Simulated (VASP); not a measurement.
# Nd3Si2I (P4mm) in VASP: single point with PBE

Aim: the single point of Nd3Si2I with PBE.

All numbers are computed with VASP 6.6.1; they aren't measurements. Logs are shortened: lines on timing, memory, paths and dates and some standing lists are left out, and cuts for length are marked.

## 1. The cell of the first run

The structure is tetragonal, space group P4mm (No. 99). The conventional cell has a = 4.680 Å, b = 4.680 Å, c = 12.354 Å, α = 90.00°, β = 90.00°, γ = 90.00°. Nd (site symmetry 2mm) has 2 Si at 2.87 Å and 6 Nd at 3.31 to 3.87 Å within 3.9 Å. Within 3.7 Å of Nd (site symmetry 4mm) lie 1 Si at 2.79 Å. Si (site symmetry 4mm) has 1 I at 2.44 Å and 1 Nd at 2.79 Å within 3.2 Å. Within 3.8 Å of Si (site symmetry 4mm) lie 4 Nd at 2.87 Å. Within 3.2 Å of I (site symmetry 4mm) lie 1 Si at 2.44 Å.

The cell was generated, and may not be a known phase.

## 2. Single point, PBE

File INCAR:

```
SYSTEM = Nd3Si2I
ALGO     = Normal         ! electronic algorithm
EDIFF    = 1E-6           ! SCF threshold, eV
ENCUT    = 500            ! plane-wave cutoff, eV
GGA      = PE             ! functional
GGA_COMPAT= .False.      
ISIF     = 2              ! what is computed and relaxed
ISMEAR   = 0              ! smearing method
LASPH    = .True.         ! aspherical terms in the spheres
LCHARG   = .False.        ! write CHGCAR
LMAXMIX  = 6              ! l up to which the mixer works
LREAL    = .False.        ! projectors in reciprocal space
LWAVE    = .False.        ! write WAVECAR
NBANDS   = 33             ! bands
NELM     = 200            ! most SCF steps
PREC     = Accurate       ! precision mode
SIGMA    = 0.15           ! smearing width, eV
```

File KPOINTS:

```
k-points
0
Gamma
  3 3 2
  0 0 0
```

File POSCAR:

```
Nd3Si2I
1.0
    4.6800284121      0.0000000000      0.0000000000
    0.0000000000      4.6800284121      0.0000000000
    0.0000000000      0.0000000000     12.3541968976
Nd Si I
3 2 1
Direct
    0.5000000000      0.0000000000      0.9673043546
    0.0000000000      0.5000000000      0.9673043546
    0.0000000000      0.0000000000      0.2169723223
    0.0000000000      0.0000000000      0.4426335288
    0.5000000000      0.5000000000      0.8334100470
    0.0000000000      0.0000000000      0.6400944727
```

Potentials or basis: VASP PAW PBE potentials, release 64 (Nd_3, Si, I), 4f in core.

Started as:

```bash
cat potpaw_PBE.64/Nd_3/POTCAR potpaw_PBE.64/Si/POTCAR potpaw_PBE.64/I/POTCAR > POTCAR
mpirun -np 1 vasp_std > vasp.out
```

OUTCAR:

```text
SYSTEM = Nd3Si2I
   EDIFF = 1E-6
   ENCUT = 500
   GGA = PE
   ISIF = 2
   ISMEAR = 0
   LASPH = .True.
   LREAL = .False.
   NELM = 200
   PREC = Accurate

 ion  position               nearest neighbor table
   1  0.500  0.000  0.967-   5 2.87   5 2.87   2 3.31   2 3.31   2 3.31   2 3.31
   2  0.000  0.500  0.967-   5 2.87   5 2.87   1 3.31   1 3.31   1 3.31   1 3.31
   3  0.000  0.000  0.217-   4 2.79
   4  0.000  0.000  0.443-   6 2.44   3 2.79
   5  0.500  0.500  0.833-   1 2.87   2 2.87   1 2.87   2 2.87
   6  0.000  0.000  0.640-   4 2.44

  LATTYP: Found a simple tetragonal cell.
 ALAT       =     4.6800284121
 C/A-ratio  =     2.6397696359

  Lattice vectors:

 A1 = (   4.6800284121,   0.0000000000,   0.0000000000)
 A2 = (   0.0000000000,   4.6800284121,   0.0000000000)
 A3 = (   0.0000000000,   0.0000000000,  12.3541968976)

Analysis of symmetry for initial positions (statically):
=====================================================================
 Subroutine PRICEL returns:
 Original cell was already a primitive cell.

 Routine SETGRP: Setting up the symmetry group for a
 simple tetragonal supercell.

 Subroutine GETGRP returns: Found  8 space group operations
 (whereof  8 operations were pure point group operations)
 out of a pool of 16 trial point group operations.

The static configuration has the point symmetry C_4v.

Analysis of symmetry for dynamics (positions and initial velocities):
=====================================================================
 Subroutine PRICEL returns:
 Original cell was already a primitive cell.

 Routine SETGRP: Setting up the symmetry group for a
 simple tetragonal supercell.

 Subroutine GETGRP returns: Found  8 space group operations
 (whereof  8 operations were pure point group operations)
 out of a pool of 16 trial point group operations.

The dynamic configuration has the point symmetry C_4v.

 Subroutine INISYM returns: Found  8 space group operations
 (whereof  8 operations are pure point group operations),
 and found     1 'primitive' translations

----------------------------------------------------------------------------------------

                                     Primitive cell

  volume of cell :     270.5898

  direct lattice vectors                    reciprocal lattice vectors
     4.680028412  0.000000000  0.000000000     0.213673916  0.000000000  0.000000000
     0.000000000  4.680028412  0.000000000     0.000000000  0.213673916  0.000000000
     0.000000000  0.000000000 12.354196898     0.000000000  0.000000000  0.080944153

  length of vectors
     4.680028412  4.680028412 12.354196898     0.213673916  0.213673916  0.080944153

  position of ions in fractional coordinates (direct lattice)
     0.500000000  0.000000000  0.967304355
     0.000000000  0.500000000  0.967304355
     0.000000000  0.000000000  0.216972322
     0.000000000  0.000000000  0.442633529
     0.500000000  0.500000000  0.833410047
     0.000000000  0.000000000  0.640094473

  ion indices of the primitive-cell ions
   primitive index   ion index
                 1           1
                 2           2
                 3           3
                 4           4
                 5           5
                 6           6

----------------------------------------------------------------------------------------

 KPOINTS: k-points

Automatic generation of k-mesh.
 Grid dimensions read from file:
 generate k-points for:    3    3    2

 Generating k-lattice:

  Cartesian coordinates                     Fractional coordinates (reciprocal lattice)
     0.071224639  0.000000000  0.000000000     0.333333333  0.000000000  0.000000000
     0.000000000  0.071224639  0.000000000     0.000000000  0.333333333  0.000000000
     0.000000000  0.000000000  0.040472076     0.000000000  0.000000000  0.500000000

  Length of vectors
     0.071224639  0.071224639  0.040472076

  Shift w.r.t. Gamma in fractional coordinates (k-lattice)
     0.000000000  0.000000000  0.000000000

 Subroutine IBZKPT returns following result:
 ===========================================

 Found      6 irreducible k-points:

 Following reciprocal coordinates:
            Coordinates               Weight
  0.000000  0.000000  0.000000      1.000000
  0.333333  0.000000  0.000000      4.000000
  0.333333  0.333333  0.000000      4.000000
  0.000000  0.000000  0.500000      1.000000
  0.333333  0.000000  0.500000      4.000000
  0.333333  0.333333  0.500000      4.000000
   k-points           NKPTS =      6   k-points in BZ     NKDIM =      6   number of bands    NBANDS=     33
   number of dos      NEDOS =    301   number of ions     NIONS =      6
   total plane-waves  NPLWV = 116640
   dimension x,y,z NGX =    36 NGY =   36 NGZ =   90
   dimension x,y,z NGXF=    72 NGYF=   72 NGZF=  180
   ions per type =               3   2   1
   NGX,Y,Z   is equivalent  to a cutoff of  12.79, 12.79, 12.11 a.u.
   NGXF,Y,Z  is equivalent  to a cutoff of  25.58, 25.58, 24.22 a.u.
 SYSTEM =  Nd3Si2I
   PREC   = accura    normal or accurate (medium, high low for compatibility)
   ISTART =      0    job   : 0-new  1-cont  2-samecut
   ICHARG =      2    charge: 1-file 2-atom 10-const
   ISPIN  =      1    spin polarized calculation?
   LNONCOLLINEAR =      F non collinear calculations
   LSORBIT =      F    spin-orbit coupling
   LASPH  =      T    aspherical Exc in radial PAW
   ENCUT  =  500.0 eV  36.75 Ry    6.06 a.u.   8.53  8.53 22.52*2*pi/ulx,y,z
   NELM   =    200;   NELMIN=  2; NELMDL= -5     # of ELM steps
   EDIFF  = 0.1E-05   stopping-criterion for ELM
   LREAL  =      F    real-space projection
   EDIFFG = 0.1E-04   stopping-criterion for IOM
   NSW    =      0    number of steps for IOM
   IBRION =     -1    ionic relax: 0-MD 1-quasi-New 2-CG
   NFREE  =      0    steps in history (QN), initial steepest desc. (CG)
   ISIF   =      2    stress and relaxation
   ISYM   =      2    0-nonsym 1-usesym 2-fastsym
   POTIM  = 0.5000    time-step for ionic-motion
   TEBEG  =    0.0;   TEEND  =   0.0 temperature during run
   PSTRESS=    0.0 pullay stress
   NELECT =      48.0000    total number of electrons
   NUPDOWN=      -1.0000    fix difference up-down
   EMIN   =  10.00;   EMAX   =-10.00  energy-range for DOS
   EFERMI =   0.00;   METHOD = LEGACY
   ISMEAR =     0;   SIGMA  =   0.15  broadening in eV -4-tet -1-fermi 0-gaus
   EFERMI_NEDOS =   21; number of points for ismear=-14 and -15
   IALGO  =     38    algorithm
   IMIX   =      4    mixing-type and parameters
     AMIX     =   0.40;   BMIX     =  1.00
     AMIX_MAG =   1.60;   BMIX_MAG =  1.00
  volume/ion in A,a.u.               =      45.10       304.34
  Fermi-wavevector in a.u.,A,eV,Ry     =   0.919852  1.738269 11.512273  0.846128
  Thomas-Fermi vector in A             =   2.045092
   LORBIT       =      0    0 simple, 1 ext, 2 COOP (PROOUT), +10 PAW based schemes
   GGA     = PE    functional components
   LHFCALC =     F    Hartree Fock is set to
   AEXX    =    0.0000 exact exchange contribution
   IVDW    =     0    specifies the selected vdW correction
   LEPSILON=     F    determine dielectric tensor
   LRPA    =     F    only Hartree local field effects (RPA)
 non-spin polarized calculation
 Gauss-broadening in eV      SIGMA  =   0.15
  energy-cutoff  :      500.00
  volume of cell :      270.59
 maximum number of plane-waves:      6892
 NGX is ok and might be reduce to    36
   NGX = 17   NGY = 17   NGZ = 45

 number of electron      47.9999999 magnetization

 Free energy of the ion-electron system (eV)
  ---------------------------------------------------
  ext. energy  EPLUGINS =         0.00000000
  ---------------------------------------------------
  free energy    TOTEN  =       -22.44720087 eV

  energy without entropy =      -22.36347301  energy(sigma->0) =      -22.40533694

 E-fermi :   1.3585     XC(G=0):  -7.5880

 val. band max:        1.3532606202   @ k =   0.3333   0.3333   0.0000
 cond. band min:       1.3818603055   @ k =   0.3333   0.3333   0.5000
 fundamental gap:      0.0285996853
 Fermi energy:         1.3584747208

 k-point     1 :       0.0000    0.0000    0.0000
  band No.  band energies     occupation
      1     -37.3864      2.00000
      2     -36.2659      2.00000
      3     -35.9959      2.00000
      4     -18.5123      2.00000
      5     -18.5123      2.00000
      6     -18.3528      2.00000
[... 25 lines left out ...]
     32       3.7502      0.00000
     33       4.3810      0.00000

 k-point     2 :       0.3333    0.0000    0.0000
  band No.  band energies     occupation
      1     -37.3854      2.00000
      2     -36.1986      2.00000
      3     -36.0635      2.00000
      4     -18.5455      2.00000
      5     -18.5087      2.00000
      6     -18.3477      2.00000
[... 25 lines left out ...]
     32       3.5292      0.00000
     33       4.2223      0.00000

 k-point     3 :       0.3333    0.3333    0.0000
  band No.  band energies     occupation
      1     -37.3843      2.00000
      2     -36.1634      2.00000
      3     -36.0958      2.00000
      4     -18.5432      2.00000
      5     -18.5418      2.00000
      6     -18.3612      2.00000
[... 25 lines left out ...]
     32       3.6663      0.00000
     33       3.7001      0.00000

 k-point     4 :       0.0000    0.0000    0.5000
  band No.  band energies     occupation
      1     -37.3864      2.00000
      2     -36.2659      2.00000
      3     -35.9959      2.00000
      4     -18.5123      2.00000
      5     -18.5123      2.00000
      6     -18.3528      2.00000
[... 25 lines left out ...]
     32       3.9893      0.00000
     33       4.1769      0.00000

 k-point     5 :       0.3333    0.0000    0.5000
  band No.  band energies     occupation
      1     -37.3854      2.00000
      2     -36.1986      2.00000
      3     -36.0635      2.00000
      4     -18.5455      2.00000
      5     -18.5087      2.00000
      6     -18.3477      2.00000
[... 25 lines left out ...]
     32       3.7204      0.00000
     33       4.0204      0.00000

 k-point     6 :       0.3333    0.3333    0.5000
  band No.  band energies     occupation
      1     -37.3843      2.00000
      2     -36.1634      2.00000
      3     -36.0958      2.00000
      4     -18.5432      2.00000
      5     -18.5418      2.00000
      6     -18.3612      2.00000
[... 25 lines left out ...]
     32       3.4484      0.00000
     33       3.6234      0.00000

------------------------ aborting loop because EDIFF is reached ----------------------------------------

  FORCE on cell =-STRESS in cart. coord.  units (eV):
  Direction    XX          YY          ZZ          XY          YZ          ZX
  --------------------------------------------------------------------------------------
  -------------------------------------------------------------------------------------
  Total        0.5822051      0.5822051      0.2884004      0.0000000      0.0000000      0.0000000
  in kB        3.4472686      3.4472686      1.7076348      0.0000000      0.0000000      0.0000000
  external PRESSURE =       2.8673907 kB  Pullay stress =       0.0000000 kB

 VOLUME and BASIS-vectors are now :
 -----------------------------------------------------------------------------
  energy-cutoff  :      500.00
  volume of cell :      270.59
      direct lattice vectors                 reciprocal lattice vectors
     4.680028412  0.000000000  0.000000000     0.213673916  0.000000000  0.000000000
     0.000000000  4.680028412  0.000000000     0.000000000  0.213673916  0.000000000
     0.000000000  0.000000000 12.354196898     0.000000000  0.000000000  0.080944153

 POSITION                                       TOTAL-FORCE (eV/Angst)
 -----------------------------------------------------------------------------------
      2.34001      0.00000     11.95027         0.000000     -0.000000      0.018545
      0.00000      2.34001     11.95027         0.000000      0.000000      0.018545
      0.00000      0.00000      2.68052        -0.000000     -0.000000      0.054749
      0.00000      0.00000      5.46838         0.000000     -0.000000     -0.033351
      2.34001      2.34001     10.29611        -0.000000     -0.000000     -0.038169
      0.00000      0.00000      7.90785         0.000000     -0.000000     -0.020320
 -----------------------------------------------------------------------------------
    total drift:                                0.000000      0.000000      0.000361

  FREE ENERGIE OF THE ION-ELECTRON SYSTEM (eV)
  ---------------------------------------------------
  free  energy   TOTEN  =       -22.4472008726 eV

  energy  without entropy=      -22.3634730091  energy(sigma->0) =      -22.40533694
```

Wall time 40 s (1 thread of Intel Xeon 6975P-C (Granite Rapids), shared host); peak memory 0.35 GiB.

Results:

* Free energy: -22.4472 eV
* Pressure: 0.3 GPa
* Largest force: 0.055 eV/Å
* Band gap on the k mesh: 0.03 eV (least direct gap 0.13 eV)

Forces in eV/Å, atoms in the order of the input:
```
Nd   0.000  0.000  0.019
Nd   0.000  0.000  0.019
Nd   0.000  0.000  0.055
Si   0.000  0.000 -0.033
Si   0.000  0.000 -0.038
I    0.000  0.000 -0.020
```

Caveat: the k points lie up to 0.45 Å⁻¹ apart; spin-orbit coupling is left out, which moves the levels of the heavy elements; the 4f electrons are frozen in the core, so they carry no moment and show no levels. Spin polarisation is off, so any magnetic state and its effect on volume and gap are missing.
